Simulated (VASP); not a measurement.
Write the native input for VASP 6.6.1 that does the following.

* Task: relaxation of cell and atoms
* Functional: PBE
* Potentials or basis: VASP PAW PBE potentials, release 64 (Mg, Hf_pv, C)
* Cutoff: 600 eV
* k mesh: 6 × 6 × 2
* Occupations: gaussian, width 0.1 eV
* Spin: no spin polarisation
* Dipole correction: no
* Further INCAR settings: ALGO = Normal; EDIFF = 1e-06; IBRION = 2; EDIFFG = -0.04; NSW = 90; ISIF = 3

The structure of HfMg2C2 lies in POSCAR:

```
HfMg2C2
1.0
    3.2075563100      0.0000000000      0.0000000000
   -1.6037781600      2.7778252500      0.0000000000
    0.0000000000      0.0000000000      7.7072553800
Mg Hf C
2 1 2
Direct
    0.3333333300      0.6666666700      0.8427823600
    0.6666666700      0.3333333300      0.1572176400
    0.0000000000      0.0000000000      0.5000000000
    0.3333333300      0.6666666700      0.3230224000
    0.6666666700      0.3333333300      0.6769776000
```

One way to write it, as run:

INCAR

```
PREC = Accurate
ENCUT = 600
EDIFF = 1E-6
ISMEAR = 0
SIGMA = 0.1
LREAL = F
LASPH = T
NELM = 100
ALGO = Normal
ISIF = 3
LWAVE = F
LCHARG = F
GGA = PE
IBRION = 2
NSW = 90
EDIFFG = -0.04
```

KPOINTS

```
regular mesh
0
Gamma
  6 6 2
```

Potentials or basis: VASP PAW PBE potentials, release 64 (Mg, Hf_pv, C).

The run is started by

```console
$ cat potpaw_PBE.64/Mg/POTCAR potpaw_PBE.64/Hf_pv/POTCAR potpaw_PBE.64/C/POTCAR > POTCAR
$ mpirun -np 1 vasp_std > vasp.out
```

Results of the run:

```json
{
 "Relaxed volume": "14.56 Å³/atom",
 "Relaxed cell": "a = 3.400 Å, b = 3.400 Å, c = 7.273 Å, α = 90.00°, β = 90.00°, γ = 120.00°",
 "Space group after relaxing (to 0.05 Å)": "P-3m1 (No. 164)",
 "Energy gained by relaxing": "103.9 meV/atom",
 "Ionic steps": "9",
 "Pressure after relaxing": "0.1 GPa",
 "Largest force after relaxing": "0.011 eV/Å",
 "Band gap on the k mesh": "zero (band 11 reaches 4.79 eV, above the bottom of band 12 at 4.05 eV)"
}
```

Caveat: the k points lie up to 0.43 Å⁻¹ apart in the final cell; spin-orbit coupling is left out, which moves the levels of the heavy elements.

Run time: 110 s on 1 thread of Intel(R) Xeon(R) Platinum 8488C (Sapphire Rapids), with other jobs on the host, peak memory 0.24 GiB.
